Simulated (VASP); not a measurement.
Set up this calculation in VASP 6.6.1, as the native input.

```yaml
Task: relaxation of cell and atoms
Functional: PBE
Potentials_or_basis: VASP PAW PBE potentials, release 64 (In_d, Pt, Se)
Cutoff: 500 eV
k_mesh: 4 × 4 × 2
Occupations: gaussian, width 0.2 eV
Spin: no spin polarisation
Dipole_correction: no
Further_INCAR_settings: ALGO = Normal; EDIFF = 1e-07; IBRION = 2; EDIFFG = -0.08; NSW = 36; ISIF = 3
```

The structure of In4PtSe lies in POSCAR:

```
In4PtSe
1.0
    3.0012081800     -3.6715040400      0.0000000000
    3.0012081800      3.6715040400      0.0000000000
    0.0000000000      0.0000000000      7.7039798600
In Pt Se
4 1 1
Direct
    0.1610152900      0.8389847100      0.2642529800
    0.8389847100      0.1610152900      0.2642529800
    0.1610152900      0.8389847100      0.7357470200
    0.8389847100      0.1610152900      0.7357470200
    0.0000000000      0.0000000000      0.0000000000
    0.5000000000      0.5000000000      0.0000000000
```

The cell was generated, and may not be a known phase.

One way to write it, as run:

INCAR

```
PREC = Accurate
ENCUT = 500
EDIFF = 1E-7
ISMEAR = 0
SIGMA = 0.2
LREAL = F
LASPH = T
NELM = 120
ALGO = Normal
ISIF = 3
LWAVE = F
LCHARG = F
GGA = PE
IBRION = 2
NSW = 36
EDIFFG = -0.08
GGA_COMPAT = F
NELMIN = 4
```

KPOINTS

```
Automatic mesh
0
Gamma
  4 4 2
```

Potentials or basis: VASP PAW PBE potentials, release 64 (In_d, Pt, Se).

The run is started by

```sh
$ cat potpaw_PBE.64/In_d/POTCAR potpaw_PBE.64/Pt/POTCAR potpaw_PBE.64/Se/POTCAR > POTCAR
$ mpirun -np 1 vasp_std > vasp.out
```

It gave:

- Relaxed volume: 29.43 Å³/atom
- Relaxed cell: a = 5.138 Å, b = 5.138 Å, c = 7.350 Å, α = 90.00°, β = 90.00°, γ = 114.48°
- Space group after relaxing (to 0.1 Å): Cmmm (No. 65)
- Energy gained by relaxing: 965.6 meV/atom
- Ionic steps: 13
- Pressure after relaxing: -0.3 GPa
- Largest force after relaxing: 0.018 eV/Å
- Band gap on the k mesh: zero (bands 34 and 35 overlap by 0.85 eV)

Caveat: the k points lie up to 0.43 Å⁻¹ apart in the final cell, too coarse for converged energies and pressures of a metal; spin-orbit coupling is left out, which moves the levels of the heavy elements.

It took 33 min on 1 thread of Oxide Virtual Turin-like Processor, on a shared host, peak memory 0.28 GiB.
